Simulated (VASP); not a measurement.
# FeGe (NiAs type) (P6_3/mmc) in VASP: a series of runs, part 2 of 2

VASP 6.6.1.

## Step 3: Single point, PBE, collinear spin, ferromagnetic start

INCAR reads:

```
SYSTEM = FeGe
PREC = Accurate
ENCUT = 520
EDIFF = 1E-7
ISMEAR = -1
SIGMA = 0.05
LREAL = .False.
LASPH = .True.
NELM = 150
ALGO = Normal
ISIF = 2
LWAVE = .False.
LCHARG = .False.
ISPIN = 2
MAGMOM = 2.5 2.5 0 0
LORBIT = 11
LMAXMIX = 4
GGA = PE
NBANDS = 34
```

KPOINTS reads:

```
Automatic mesh
0
Gamma
  10 10 6
  0 0 0
```

POSCAR reads:

```
FeGe
1.0
    3.6723922185      0.0000000000      0.0000000000
   -1.8361961092      3.1803849539      0.0000000000
    0.0000000000      0.0000000000      5.0457384548
Fe Ge
2 2
Direct
    0.0000000000      0.0000000000      0.0000000000
    0.0000000000      0.0000000000      0.5000000000
    0.3333333333      0.6666666667      0.2500000000
    0.6666666667      0.3333333333      0.7500000000
```

Potentials or basis: VASP PAW PBE potentials, release 64 (Fe, Ge_d).

Launch:

```sh
$ cat potpaw_PBE.64/Fe/POTCAR potpaw_PBE.64/Ge_d/POTCAR > POTCAR
$ mpirun -np 1 vasp_std > vasp.out
```

OUTCAR:

```text
SYSTEM = FeGe
   PREC = Accurate
   ENCUT = 520
   EDIFF = 1E-7
   ISMEAR = -1
   LREAL = .False.
   LASPH = .True.
   NELM = 150
   ISIF = 2
   ISPIN = 2
   LORBIT = 11
   GGA = PE

 ion  position               nearest neighbor table
   1  0.000  0.000  0.000-   3 2.47   4 2.47   3 2.47   4 2.47   4 2.47   3 2.47   2 2.52   2 2.52

   2  0.000  0.000  0.500-   3 2.47   4 2.47   3 2.47   4 2.47   4 2.47   3 2.47   1 2.52   1 2.52

   3  0.333  0.667  0.250-   1 2.47   2 2.47   1 2.47   2 2.47   1 2.47   2 2.47
   4  0.667  0.333  0.750-   1 2.47   2 2.47   1 2.47   2 2.47   1 2.47   2 2.47

  LATTYP: Found a hexagonal cell.
 ALAT       =     3.6723922185
 C/A-ratio  =     1.3739650219

  Lattice vectors:

 A1 = (   3.6723922185,   0.0000000000,   0.0000000000)
 A2 = (  -1.8361961092,   3.1803849539,   0.0000000000)
 A3 = (   0.0000000000,   0.0000000000,   5.0457384548)

Analysis of symmetry for initial positions (statically):
=====================================================================
 Subroutine PRICEL returns:
 Original cell was already a primitive cell.

 Routine SETGRP: Setting up the symmetry group for a
 hexagonal supercell.

 Subroutine GETGRP returns: Found 24 space group operations
 (whereof 12 operations were pure point group operations)
 out of a pool of 24 trial point group operations.

The static configuration has the point symmetry D_3d.
 The point group associated with its full space group is D_6h.

Analysis of symmetry for dynamics (positions and initial velocities):
=====================================================================
 Subroutine PRICEL returns:
 Original cell was already a primitive cell.

 Routine SETGRP: Setting up the symmetry group for a
 hexagonal supercell.

 Subroutine GETGRP returns: Found 24 space group operations
 (whereof 12 operations were pure point group operations)
 out of a pool of 24 trial point group operations.

The dynamic configuration has the point symmetry D_3d.
 The point group associated with its full space group is D_6h.

Analysis of structural, dynamic, and magnetic symmetry:
=====================================================================
 Subroutine PRICEL returns:
 Original cell was already a primitive cell.

 Routine SETGRP: Setting up the symmetry group for a
 hexagonal supercell.

 Subroutine GETGRP returns: Found 24 space group operations
 (whereof 12 operations were pure point group operations)
 out of a pool of 24 trial point group operations.

The overall configuration has the point symmetry D_3d.
 The point group associated with its full space group is D_6h.

 Subroutine INISYM returns: Found 24 space group operations
 (whereof 12 operations are pure point group operations),
 and found     1 'primitive' translations

----------------------------------------------------------------------------------------

                                     Primitive cell

  volume of cell :      58.9323

  direct lattice vectors                    reciprocal lattice vectors
     3.672392219  0.000000000  0.000000000     0.272302069  0.157213673  0.000000000
    -1.836196109  3.180384954  0.000000000     0.000000000  0.314427346  0.000000000
     0.000000000  0.000000000  5.045738455     0.000000000  0.000000000  0.198187046

  length of vectors
     3.672392219  3.672392218  5.045738455     0.314427346  0.314427346  0.198187046

[... 85 lines left out ...]
   LREAL  =      F    real-space projection
   EDIFFG = 0.1E-05   stopping-criterion for IOM
   NSW    =      0    number of steps for IOM
   IBRION =     -1    ionic relax: 0-MD 1-quasi-New 2-CG
   NFREE  =      0    steps in history (QN), initial steepest desc. (CG)
   ISIF   =      2    stress and relaxation
   ISYM   =      2    0-nonsym 1-usesym 2-fastsym
   POTIM  = 0.5000    time-step for ionic-motion
   TEBEG  =    0.0;   TEEND  =   0.0 temperature during run
   PSTRESS=    0.0 pullay stress
   NELECT =      44.0000    total number of electrons
   NUPDOWN=      -1.0000    fix difference up-down
   EMIN   =  10.00;   EMAX   =-10.00  energy-range for DOS
   EFERMI =   0.00;   METHOD = LEGACY
   ISMEAR =    -1;   SIGMA  =   0.05  broadening in eV -4-tet -1-fermi 0-gaus
   EFERMI_NEDOS =   21; number of points for ismear=-14 and -15
   IALGO  =     38    algorithm
   IMIX   =      4    mixing-type and parameters
     AMIX     =   0.40;   BMIX     =  1.00
     AMIX_MAG =   1.60;   BMIX_MAG =  1.00
  volume/ion in A,a.u.               =      14.73        99.42
  Fermi-wavevector in a.u.,A,eV,Ry     =   1.485165  2.806554 30.010556  2.205714
  Thomas-Fermi vector in A             =   2.598610
   LORBIT       =     11    0 simple, 1 ext, 2 COOP (PROOUT), +10 PAW based schemes
   GGA     = PE    functional components
   LHFCALC =     F    Hartree Fock is set to
   AEXX    =    0.0000 exact exchange contribution
   IVDW    =     0    specifies the selected vdW correction
   LEPSILON=     F    determine dielectric tensor
   LRPA    =     F    only Hartree local field effects (RPA)
 spin polarized calculation
  energy-cutoff  :      520.00
  volume of cell :       58.93
 maximum number of plane-waves:      1608
 NGX is ok and might be reduce to    28
   NGX = 13   NGY = 13   NGZ = 19

 number of electron      43.9999971 magnetization       3.0304023

 Free energy of the ion-electron system (eV)
  ---------------------------------------------------
  ext. energy  EPLUGINS =         0.00000000
  ---------------------------------------------------
  free energy    TOTEN  =       -25.42327849 eV

  energy without entropy =      -25.37938785  energy(sigma->0) =      -25.40133317

 E-fermi :   6.2850     XC(G=0): -12.0283

 val. band max:        6.2844303578   @ k =   0.5000   0.0000   0.3333
 cond. band min:       6.2881566726   @ k =   0.3000   0.1000   0.1667
 fundamental gap:      0.0037263149
 Fermi energy:         6.2849507547

 spin component 1

 k-point     1 :       0.0000    0.0000    0.0000
  band No.  band energies     occupation
      1     -17.8944      1.00000
      2     -17.8944      1.00000
      3     -17.8722      1.00000
      4     -17.8639      1.00000
      5     -17.8532      1.00000
      6     -17.8532      1.00000
[... 877 lines left out ...]
     33      19.3362      0.00000
     34      19.8585      0.00000

 [... further k-points ...]

 spin component 2

 k-point     1 :       0.0000    0.0000    0.0000
  band No.  band energies     occupation
      1     -17.9118      1.00000
      2     -17.9118      1.00000
      3     -17.8931      1.00000
      4     -17.8845      1.00000
      5     -17.8703      1.00000
      6     -17.8703      1.00000
[... 877 lines left out ...]
     33      19.3752      0.00000
     34      19.9659      0.00000

 [... further k-points ...]

------------------------ aborting loop because EDIFF is reached ----------------------------------------

  FORCE on cell =-STRESS in cart. coord.  units (eV):
  Direction    XX          YY          ZZ          XY          YZ          ZX
  --------------------------------------------------------------------------------------
  -------------------------------------------------------------------------------------
  Total       -0.7178202     -0.7178202     -0.6695620     -0.0000000      0.0000000      0.0000000
  in kB      -19.5151890    -19.5151890    -18.2032061     -0.0000000      0.0000000      0.0000000
  external PRESSURE =     -19.0778614 kB  Pullay stress =       0.0000000 kB

 VOLUME and BASIS-vectors are now :
 -----------------------------------------------------------------------------
  energy-cutoff  :      520.00
  volume of cell :       58.93
      direct lattice vectors                 reciprocal lattice vectors
     3.672392219  0.000000000  0.000000000     0.272302069  0.157213673  0.000000000
    -1.836196109  3.180384954  0.000000000     0.000000000  0.314427346  0.000000000
     0.000000000  0.000000000  5.045738455     0.000000000  0.000000000  0.198187046

 POSITION                                       TOTAL-FORCE (eV/Angst)
 -----------------------------------------------------------------------------------
      0.00000      0.00000      0.00000         0.000000      0.000000      0.000000
      0.00000      0.00000      2.52287         0.000000      0.000000      0.000000
     -0.00000      2.12026      1.26143        -0.000000      0.000000      0.000000
      1.83620      1.06013      3.78430         0.000000     -0.000000     -0.000000
 -----------------------------------------------------------------------------------
    total drift:                                0.000000     -0.000000     -0.000000

  FREE ENERGIE OF THE ION-ELECTRON SYSTEM (eV)
  ---------------------------------------------------
  free  energy   TOTEN  =       -25.4232784889 eV

  energy  without entropy=      -25.3793878496  energy(sigma->0) =      -25.40133317

 total charge

# of ion       s       p       d       tot
------------------------------------------
    1        0.443   0.488   6.361   7.292
    2        0.443   0.488   6.361   7.292
    3        1.141   1.203  10.062  12.406
    4        1.141   1.203  10.062  12.406
--------------------------------------------------
tot          3.167   3.381  32.847  39.396

 magnetization (x)

# of ion       s       p       d       tot
------------------------------------------
    1        0.016   0.000   1.627   1.644
    2        0.016   0.000   1.627   1.644
    3       -0.010  -0.092  -0.001  -0.103
    4       -0.010  -0.092  -0.001  -0.103
--------------------------------------------------
tot          0.011  -0.183   3.253   3.081
```

OSZICAR:

```text
N       E                     dE             d eps       ncg     rms          rms(c)
DAV:   1     0.356890843579E+03    0.35689E+03   -0.19545E+04  9258   0.324E+03
DAV:   2     0.302021160436E+02   -0.32669E+03   -0.30584E+03  7616   0.602E+02
DAV:   3    -0.257658308041E+02   -0.55968E+02   -0.53682E+02  8014   0.169E+02
DAV:   4    -0.282790287170E+02   -0.25132E+01   -0.25020E+01  8764   0.433E+01
DAV:   5    -0.283202126504E+02   -0.41184E-01   -0.41170E-01  8804   0.563E+00    0.178E+01
DAV:   6    -0.328727346997E+02   -0.45525E+01   -0.39177E+01  8850   0.707E+01    0.298E+01
DAV:   7    -0.254340595755E+02    0.74387E+01   -0.27056E+01  8850   0.535E+01    0.386E+00
DAV:   8    -0.254634782416E+02   -0.29419E-01   -0.88133E-01  8264   0.574E+00    0.205E+00
DAV:   9    -0.254266147187E+02    0.36864E-01   -0.55552E-02  9534   0.254E+00    0.100E+00
DAV:  10    -0.254231501400E+02    0.34646E-02   -0.10053E-02  9508   0.831E-01    0.262E-01
DAV:  11    -0.254234040028E+02   -0.25386E-03   -0.90861E-04  9066   0.272E-01    0.170E-01
DAV:  12    -0.254232821477E+02    0.12186E-03   -0.16771E-04  9796   0.136E-01    0.627E-02
DAV:  13    -0.254232788268E+02    0.33209E-05   -0.65620E-05 10282   0.628E-02    0.315E-02
DAV:  14    -0.254232790122E+02   -0.18545E-06   -0.12053E-05  8368   0.388E-02    0.136E-02
DAV:  15    -0.254232785662E+02    0.44604E-06   -0.24351E-06 10224   0.142E-02    0.306E-03
DAV:  16    -0.254232784889E+02    0.77305E-07   -0.34312E-07  6904   0.630E-03
   1 F= -.25423278E+02 E0= -.25401333E+02  d E =-.438906E-01  mag=     3.0303
```

Run time: 4.7 min. Hardware: 1 thread of Oxide Virtual Turin-like, shared host; peak memory 0.27 GiB.

Results:

```
Free energy                                           : -25.4233 eV
Pressure                                              : -1.9 GPa
Net moment                                            : 3.03 μB per cell
Site moments                                          : Fe +1.64; Ge -0.10 μB
Valence electrons inside the program's atomic spheres : Fe 7.29; Ge 12.41
```

Stress tensor (GPa, compression positive):
```
-1.95  0.00  0.00
 0.00 -1.95  0.00
 0.00  0.00 -1.82
```
